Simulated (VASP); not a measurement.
Write the native input for VASP 6.6.1 that does the following.

```yaml
Task: single point
Functional: PBE
Potentials_or_basis: VASP PAW PBE potentials, release 64 (Os)
Cutoff: 520 eV
k_mesh: 18 × 18 × 12
Occupations: gaussian, width 0.15 eV
Spin: no spin polarisation
Dipole_correction: no
Further_INCAR_settings: ALGO = Fast; EDIFF = 1e-06; NBANDS = 15
```

The structure of Os lies in POSCAR:

```
Os
1.0
    2.7340999755      0.0000000000      0.0000000000
   -1.3670499878      2.4151560360      0.0000000000
    0.0000000000      0.0000000000      4.3197000000
Os
2
Direct
    0.3333333333      0.6666666667      0.2500000000
    0.6666666667      0.3333333333      0.7500000000
```

This cell differs from its parent crystal: strain +0.0200 x Voigt [0, 1, 0, 0, 0, 0].

The input as run:

INCAR

```
SYSTEM = Os
PREC = Accurate ; ENCUT = 520
EDIFF = 1E-6 ; ISMEAR = 0
SIGMA = 0.15 ; LREAL = .FALSE.
LASPH = .TRUE. ; NELM = 60
ALGO = Fast ; ISIF = 2
LWAVE = .FALSE. ; LCHARG = .FALSE.
GGA = PE ; NBANDS = 15
```

KPOINTS

```
Automatic mesh
0
G
  18 18 12
  0 0 0
```

Potentials or basis: VASP PAW PBE potentials, release 64 (Os).

Command:

```bash
$ cat potpaw_PBE.64/Os/POTCAR > POTCAR
$ mpirun -np 1 vasp_std > vasp.out
```

It gave:

| Property | Result |
| --- | --- |
| Pressure | 0.6 GPa |
| Largest force | 0.045 eV/Å |
| Band gap on the k mesh | zero (band 8 reaches 11.12 eV, above the bottom of band 9 at 7.26 eV) |

Caveat: the cell differs from its parent crystal (strain +0.0200 x Voigt [0, 1, 0, 0, 0, 0]); spin-orbit coupling is left out, which moves the levels of the heavy elements.

It took 3.5 min on 1 thread of Intel(R) Xeon(R) Platinum 8259CL CPU @ 2.50GHz (Skylake/Cascade Lake), with other jobs on the host, peak memory 0.34 GiB.
